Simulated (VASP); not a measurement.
## I: single point with r2SCAN+D3(BJ)

The system is I.

```
I
1.0
     0.00000    2.38127    3.93573
     2.20676    0.00000    3.93573
     2.20676    2.38127    0.00000
I
1
Cartesian
  0.0000 0.0000 0.0000
```

```json
{
 "Program": "VASP 6.6.1",
 "Task": "single point",
 "Functional": "r2SCAN",
 "Dispersion": "D3(BJ)",
 "Potentials or basis": "VASP PAW PBE potentials, release 64 (I)",
 "Cutoff": "520 eV",
 "k mesh": "9 × 9 × 9",
 "Occupations": "fermi-dirac, width 0.05 eV",
 "Spin": "no spin polarisation",
 "Dipole correction": "no",
 "Further INCAR settings": "ALGO = Normal; EDIFF = 1e-07; NBANDS = 10"
}
```

* Pressure: -1.1 GPa
* Band gap on the k mesh: zero (an odd number of electrons rules out a gap without spin polarisation)
* Dispersion energy per atom: -0.148 eV

Stress tensor (GPa, compression positive):
```
-1.32  0.00  0.00
 0.00 -1.42  0.00
 0.00  0.00 -0.65
```

Levels at points of the mesh, in eV from the Fermi level:
```
           k point  band 1  band 2  band 3  band 4  band 5  band 6  band 7  band 8  band 9
(0.00, 0.00, 0.00)  -14.32   -2.06    0.75    1.05    5.02    7.91    8.84   12.67   12.99
```

It took 5 min on 1 thread of Intel Xeon 8259CL, with other jobs on the host, peak memory 0.22 GiB.

Caveat: the PAW data sets were made with another functional, which shifts forces and pressure a little; spin-orbit coupling is left out, which moves the levels of the heavy elements; an odd number of electrons without spin polarisation forces a metal; a magnetic or distorted state may lie lower.
